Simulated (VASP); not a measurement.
Write the native input for VASP 6.6.1 that does the following.

```
Task                   : single point
Functional             : PBEsol
Potentials or basis    : VASP PAW PBE potentials, release 64 (Al, Pt)
Cutoff                 : 520 eV
k mesh                 : 3 × 3 × 1
Occupations            : fermi-dirac, width 0.05 eV
Spin                   : no spin polarisation
Dipole correction      : no
Further INCAR settings : ALGO = Normal; EDIFF = 1e-07; NBANDS = 35
```

The structure of Al12Pt lies in POSCAR:

```
Al12Pt
1.0
    5.7275650000      0.0000000000      0.0000000000
    2.8637820000      4.9602170000      0.0000000000
    0.0000000000      0.0000000000     16.6765370000
Al Pt
12 1
Direct
    0.1666666208      0.1666667003      0.0599644878
    0.6666667081      0.1666667003      0.0599644878
    0.1666666712      0.6666665995      0.0599644878
    0.6666667585      0.6666665995      0.0599644878
   -0.1667268513      0.3333664636      0.1982375598
    0.3341869052      0.3317580662      0.1994675513
   -0.1681616984      0.8340778236      0.1993446241
    0.3341867330      0.8340483894      0.1994626342
   -0.0125198156      0.0251374083      0.3375266100
    0.5001663538     -0.0000881010      0.3379933736
   -0.0125129165      0.4873923863      0.3375338057
    0.5248582278      0.4875718139      0.3377405033
    0.1659808715      0.6670300916      0.4307078262
```

These files were run (other wordings do the same):

INCAR

```
SYSTEM = Al12Pt
  ALGO = Normal
  EDIFF = 1E-7
  ENCUT = 520
  GGA = PS
  ISIF = 2
  ISMEAR = -1
  LASPH = .True.
  LCHARG = .True.
  LELF = .True.
  LREAL = .False.
  LVHAR = .True.
  LWAVE = .False.
  NBANDS = 35
  NELM = 100
  PREC = Accurate
  SIGMA = 0.05
```

KPOINTS

```
k-points
0
Gamma
  3 3 1
  0 0 0
```

Potentials or basis: VASP PAW PBE potentials, release 64 (Al, Pt).

The run is started by

```sh
$ cat potpaw_PBE.64/Al/POTCAR potpaw_PBE.64/Pt/POTCAR > POTCAR
$ mpirun -np 1 vasp_std > vasp.out
```

Results of the run:

| Property | Result |
| --- | --- |
| Largest force | 0.211 eV/Å |
| Band gap on the k mesh | zero (bands 23 and 24 overlap by 0.05 eV) |

Caveat: the k points lie up to 0.42 Å⁻¹ apart; the PAW data sets were made with another functional, which shifts forces and pressure a little; spin-orbit coupling is left out, which moves the levels of the heavy elements.

It took 2.3 min on 1 thread of AMD EPYC 9R45 96-Core Processor (Zen 5), with other jobs on the host, peak memory 0.59 GiB.
